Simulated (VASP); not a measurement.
# Ca (Im-3m) in VASP: settings compared

Ca is run at these levels: PBE, PBE+D4; tasks: single point.

All numbers are computed with VASP 6.6.1; they aren't measurements. Logs are shortened: lines on timing, memory, paths and dates and some standing lists are left out, and cuts for length are marked.

### Step 1. The cell of the first run

The structure is cubic, space group Im-3m (No. 229). Conventional cell: a = 4.480 Å, b = 4.480 Å, c = 4.480 Å, α = 90.00°, β = 90.00°, γ = 90.00°. Within 5.1 Å of Ca (site symmetry m-3m) lie 14 Ca at 3.88 to 4.48 Å.

This isn't the form of Ca at room conditions, which is fcc.

### Step 2. Single point, PBE

Contents of INCAR:

```
PREC = Accurate ; ENCUT = 520
EDIFF = 1E-6 ; ISMEAR = 1
SIGMA = 0.2 ; LREAL = False
LASPH = True ; NELM = 100
ALGO = Normal ; ISIF = 2
LWAVE = False ; LCHARG = False
GGA = PE ; NBANDS = 11
```

Contents of KPOINTS:

```
regular mesh
0
Gamma
  10 10 10
```

Contents of POSCAR:

```
Ca
1.0
   -2.2400000000      2.2400000000      2.2400000000
    2.2400000000     -2.2400000000      2.2400000000
    2.2400000000      2.2400000000     -2.2400000000
Ca
1
Direct
    0.0000000000      0.0000000000      0.0000000000
```

Potentials or basis: VASP PAW PBE potentials, release 64 (Ca_sv).

On the command line:

```sh
cat potpaw_PBE.64/Ca_sv/POTCAR > POTCAR
mpirun -np 1 vasp_std > vasp.out
```

OUTCAR:

```text
PREC = Accurate
   ENCUT = 520
   EDIFF = 1E-6
   ISMEAR = 1
   LREAL = False
   LASPH = True
   NELM = 100
   ISIF = 2
   GGA = PE

 ion  position               nearest neighbor table
   1  0.000  0.000  0.000-

  LATTYP: Found a body centered cubic cell.
 ALAT       =     4.4800000000

  Lattice vectors:

 A1 = (  -2.2400000000,   2.2400000000,   2.2400000000)
 A2 = (   2.2400000000,  -2.2400000000,   2.2400000000)
 A3 = (   2.2400000000,   2.2400000000,  -2.2400000000)

Analysis of symmetry for initial positions (statically):
=====================================================================
 Subroutine PRICEL returns:
 Original cell was already a primitive cell.

 Routine SETGRP: Setting up the symmetry group for a
 body centered cubic supercell.

 Subroutine GETGRP returns: Found 48 space group operations
 (whereof 48 operations were pure point group operations)
 out of a pool of 48 trial point group operations.

The static configuration has the point symmetry O_h .

Analysis of symmetry for dynamics (positions and initial velocities):
=====================================================================
 Subroutine PRICEL returns:
 Original cell was already a primitive cell.

 Routine SETGRP: Setting up the symmetry group for a
 body centered cubic supercell.

 Subroutine GETGRP returns: Found 48 space group operations
 (whereof 48 operations were pure point group operations)
 out of a pool of 48 trial point group operations.

The dynamic configuration has the point symmetry O_h .

 Subroutine INISYM returns: Found 48 space group operations
 (whereof 48 operations are pure point group operations),
 and found     1 'primitive' translations

----------------------------------------------------------------------------------------

                                     Primitive cell

  volume of cell :      44.9577

  direct lattice vectors                    reciprocal lattice vectors
    -2.240000000  2.240000000  2.240000000     0.000000000  0.223214286  0.223214286
     2.240000000 -2.240000000  2.240000000     0.223214286  0.000000000  0.223214286
     2.240000000  2.240000000 -2.240000000     0.223214286  0.223214286  0.000000000

  length of vectors
     3.879793809  3.879793809  3.879793809     0.315672670  0.315672670  0.315672670
[... 75 lines left out ...]
   LSORBIT =      F    spin-orbit coupling
   LASPH  =      T    aspherical Exc in radial PAW
   ENCUT  =  520.0 eV  38.22 Ry    6.18 a.u.   7.21  7.21  7.21*2*pi/ulx,y,z
   NELM   =    100;   NELMIN=  2; NELMDL= -5     # of ELM steps
   EDIFF  = 0.1E-05   stopping-criterion for ELM
   LREAL  =      F    real-space projection
[... 7 lines left out ...]
   TEBEG  =    0.0;   TEEND  =   0.0 temperature during run
   PSTRESS=    0.0 pullay stress
   NELECT =      10.0000    total number of electrons
   NUPDOWN=      -1.0000    fix difference up-down
   EMIN   =  10.00;   EMAX   =-10.00  energy-range for DOS
   EFERMI =   0.00;   METHOD = LEGACY
   ISMEAR =     1;   SIGMA  =   0.20  broadening in eV -4-tet -1-fermi 0-gaus
   EFERMI_NEDOS =   21; number of points for ismear=-14 and -15
   IALGO  =     38    algorithm
   IMIX   =      4    mixing-type and parameters
     AMIX     =   0.40;   BMIX     =  1.00
     AMIX_MAG =   1.60;   BMIX_MAG =  1.00
  volume/ion in A,a.u.               =      44.96       303.39
  Fermi-wavevector in a.u.,A,eV,Ry     =   0.991913  1.874443 13.386649  0.983891
  Thomas-Fermi vector in A             =   2.123688
   LORBIT       =      0    0 simple, 1 ext, 2 COOP (PROOUT), +10 PAW based schemes
   GGA     = PE    functional components
   LHFCALC =     F    Hartree Fock is set to
   AEXX    =    0.0000 exact exchange contribution
   IVDW    =     0    specifies the selected vdW correction
   LEPSILON=     F    determine dielectric tensor
   LRPA    =     F    only Hartree local field effects (RPA)
 non-spin polarized calculation
 Methfessel and Paxton  Order N= 1 SIGMA  =   0.20
  energy-cutoff  :      520.00
  volume of cell :       44.96
 maximum number of plane-waves:      1264
 NGX is ok and might be reduce to    30
   NGX = 15   NGY = 15   NGZ = 15

 number of electron      10.0000001 magnetization

 Free energy of the ion-electron system (eV)
  ---------------------------------------------------
  ext. energy  EPLUGINS =         0.00000000
  ---------------------------------------------------
  free energy    TOTEN  =        -1.90665273 eV

  energy without entropy =       -1.90508127  energy(sigma->0) =       -1.90612891

 E-fermi :   1.7818     XC(G=0):  -7.5438

 val. band max:        1.7784370354   @ k =   0.5000   0.5000   0.3000
 cond. band min:       1.8111928283   @ k =  -0.4000  -0.4000   0.1000
 fundamental gap:      0.0327557929
 Fermi energy:         1.7818031536

 k-point     1 :       0.0000    0.0000    0.0000
  band No.  band energies     occupation
      1     -40.4608      2.00000
      2     -21.3821      2.00000
      3     -21.3821      2.00000
      4     -21.3821      2.00000
      5      -2.1923      2.00000
      6       3.9595     -0.00000
      7       3.9595     -0.00000
      8       3.9595     -0.00000
      9       4.9459     -0.00000
     10       4.9459     -0.00000
     11      11.6492      0.00000
[... 309 lines left out ...]
 k-point    24 :      -0.3000    0.3000    0.1000
  band No.  band energies     occupation
      1     -40.4527      2.00000
      2     -21.4535      2.00000
      3     -21.4109      2.00000
      4     -21.3903      2.00000
      5      -0.5972      2.00000
      6       2.9811     -0.00000
      7       3.4386     -0.00000
      8       4.4468     -0.00000
      9       4.9637     -0.00000
     10       5.1742     -0.00000
     11       8.3751      0.00000

 [... further k-points ...]

------------------------ aborting loop because EDIFF is reached ----------------------------------------

  FORCE on cell =-STRESS in cart. coord.  units (eV):
  Direction    XX          YY          ZZ          XY          YZ          ZX
  --------------------------------------------------------------------------------------
  -------------------------------------------------------------------------------------
  Total       -0.2691990     -0.2691990     -0.2691990      0.0000000     -0.0000000     -0.0000000
  in kB       -9.5935634     -9.5935634     -9.5935634      0.0000000     -0.0000000     -0.0000000
  external PRESSURE =      -9.5935634 kB  Pullay stress =       0.0000000 kB

 VOLUME and BASIS-vectors are now :
 -----------------------------------------------------------------------------
  energy-cutoff  :      520.00
  volume of cell :       44.96
      direct lattice vectors                 reciprocal lattice vectors
    -2.240000000  2.240000000  2.240000000     0.000000000  0.223214286  0.223214286
     2.240000000 -2.240000000  2.240000000     0.223214286  0.000000000  0.223214286
     2.240000000  2.240000000 -2.240000000     0.223214286  0.223214286  0.000000000

 POSITION                                       TOTAL-FORCE (eV/Angst)
 -----------------------------------------------------------------------------------
      0.00000      0.00000      0.00000        -0.000000      0.000000      0.000000
 -----------------------------------------------------------------------------------
    total drift:                               -0.000000     -0.000000      0.000000

  FREE ENERGIE OF THE ION-ELECTRON SYSTEM (eV)
  ---------------------------------------------------
  free  energy   TOTEN  =        -1.9066527316 eV

  energy  without entropy=       -1.9050812750  energy(sigma->0) =       -1.90612891
```

stdout:

```text
POSCAR found type information on POSCAR Ca
 POSCAR found :  1 types and       1 ions
 scaLAPACK will be used
 LDA part: xc-table for (Slater+PW92), standard interpolation
 POSCAR, INCAR and KPOINTS ok, starting setup
 FFT: planning ... GRIDC
 FFT: planning ... GRID_SOFT
 FFT: planning ... GRID
 WAVECAR not read
 entering main loop
```

Wall time 15 s (1 thread of Intel Xeon Platinum 8375C at 2.90GHz (Ice Lake), shared host); peak memory 0.17 GiB.

What came out:

```yaml
Free_energy: -1.9067 eV
Pressure: -1.0 GPa
Band_gap_on_the_k_mesh: zero (bands 5 and 6 overlap by 0.28 eV)
```

Levels at points of the mesh, in eV from the Fermi level:
```
           k point  band 2  band 3  band 4  band 5  band 6  band 7  band 8  band 9
(0.00, 0.00, 0.00)  -23.16  -23.16  -23.16   -3.97    2.18    2.18    2.18    3.16
(0.50, 0.00, 0.00)  -23.27  -23.20  -23.16   -0.89   -0.10    1.29    3.06    3.41
(0.50, 0.50, 0.50)  -23.24  -23.24  -23.24    0.09    0.09    3.66    3.66    3.66
```

### Step 3. Single point, PBE

Contents of INCAR:

```
PREC = Accurate
ENCUT = 520
EDIFF = 1E-7
ISMEAR = -5
SIGMA = 0.1
LREAL = F
LASPH = T
NELM = 100
ALGO = Normal
ISIF = 2
LWAVE = F
LCHARG = T
GGA = PE
LELF = T
LVHAR = T
NBANDS = 11
```

KPOINTS is that of step 2.

POSCAR is that of step 2.

Potentials or basis: VASP PAW PBE potentials, release 64 (Ca_sv).

On the command line:

```sh
cat potpaw_PBE.64/Ca_sv/POTCAR > POTCAR
mpirun -np 1 vasp_std > vasp.out
```

Run time: 20 s. Hardware: 1 thread of Intel Xeon Platinum 8375C at 2.90GHz (Ice Lake), shared host; peak memory 0.17 GiB.

It converged, with:

```
Free energy            : -1.9043 eV
Pressure               : -1.1 GPa
Band gap on the k mesh : zero (bands 5 and 6 overlap by 0.28 eV)
```

Levels at points of the mesh, in eV from the Fermi level:
```csv
k point,band 1,band 2,band 3,band 4,band 5,band 6,band 7,band 8,band 9,band 10
"(0.00, 0.00, 0.00)",-42.24,-23.16,-23.16,-23.16,-4.00,2.17,2.17,2.17,3.16,3.16
"(0.50, 0.00, 0.00)",-42.23,-23.27,-23.20,-23.16,-0.91,-0.12,1.27,3.05,3.40,4.10
"(0.50, 0.50, 0.50)",-42.22,-23.24,-23.24,-23.24,0.07,0.07,3.63,3.63,3.63,3.90
```

Caveat: tetrahedron occupations give inexact forces and stress in metals.

### Step 4. Single point, PBE+D4

Contents of INCAR:

```
SYSTEM = Ca
ALGO     = Normal         ! electronic algorithm
EDIFF    = 1E-6           ! SCF threshold, eV
ENCUT    = 520            ! plane-wave cutoff, eV
GGA      = PE             ! functional
ISIF     = 2              ! what is computed and relaxed
ISMEAR   = -1             ! smearing method
IVDW     = 13             ! dispersion correction
LASPH    = .TRUE.         ! aspherical terms in the spheres
LCHARG   = .FALSE.        ! write CHGCAR
LREAL    = .FALSE.        ! projectors in reciprocal space
LWAVE    = .FALSE.        ! write WAVECAR
NBANDS   = 11             ! bands
NELM     = 100            ! most SCF steps
PREC     = Accurate       ! precision mode
SIGMA    = 0.28           ! smearing width, eV
```

Contents of KPOINTS:

```
k-points
0
G
  10 10 10
  0 0 0
```

POSCAR is that of step 3.

On the command line:

```sh
cat potpaw_PBE.64/Ca_sv/POTCAR > POTCAR
mpirun -np 1 vasp_std > vasp.out
```

It took 16 s on 1 thread of Intel Xeon Platinum 8375C at 2.90GHz (Ice Lake), shared host; peak memory 0.17 GiB.

Results (log left out):

```
Free energy                : -2.2440 eV
Pressure                   : -1.5 GPa
Band gap on the k mesh     : zero (bands 5 and 6 overlap by 0.28 eV)
Dispersion energy per atom : -0.165 eV
```

Levels at points of the mesh, in eV from the Fermi level:
```
           k point  band 2  band 3  band 4  band 5  band 6  band 7  band 8  band 9
(0.00, 0.00, 0.00)  -22.96  -22.96  -22.96   -3.84    2.35    2.35    2.35    3.34
(0.50, 0.00, 0.00)  -23.07  -23.00  -22.96   -0.75    0.04    1.45    3.23    3.59
(0.50, 0.50, 0.50)  -23.04  -23.04  -23.04    0.24    0.24    3.79    3.79    3.79
```

### Step 5. Overview

```tsv
level	smearing	gap on the mesh (eV)	pressure (GPa)
PBE	methfessel-paxton 0.2 eV	none	-1.0
PBE	tetrahedron	none	-1.1
PBE+D4	fermi-dirac 0.28 eV	none	-1.5
```

Alike in all rows: task single point; potentials or basis VASP PAW PBE potentials, release 64 (Ca_sv); no spin polarisation; cell as given; k mesh 10 × 10 × 10; cutoff (eV) 520.

The pressure there spans -1.5 GPa (PBE+D4) to -1.0 GPa (PBE); a positive pressure means that this level wants a larger cell, a negative one a smaller.

Caveats: tetrahedron occupations give inexact forces and stress in metals (at least some runs).

Absolute energies hang on the potentials; compare differences alone.
